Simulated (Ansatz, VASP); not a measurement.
**LiH: VASP beside Ansatz**

```
Li H
1.0
     3.22194    0.00000    0.00000
    -1.61097    2.79029    0.00000
     0.00000    0.00000    4.02796
Li H
2 2
Direct
  0.33333 0.66667 0.25000
  0.66667 0.33333 0.75000
  0.66667 0.33333 0.25000
  0.33333 0.66667 0.75000
```

Alike in both runs: task single point; functional r2SCAN; k mesh 9 × 9 × 6; no spin polarisation.

```csv
,VASP,Ansatz
version,VASP 6.6.1,Ansatz 0.2.0
potentials or method,"VASP PAW PBE potentials, release 64 (Li_sv, H)","plane waves, PAW"
plane-wave cutoff (eV),520,500
occupations,"gaussian, width 0.01 eV",fixed
valence electrons in the cell,8,8
```

|  | VASP | Ansatz | Ansatz less VASP |
| --- | --- | --- | --- |
| gap on the k mesh at the Fermi level (eV) | 2.25 | 2.29 | +0.044 |

VASP's potentials were made for PBE, not for r2SCAN.

Noted on VASP's run: the cutoff is under 1.25 times that of the potentials, so the pressure is a little rough.
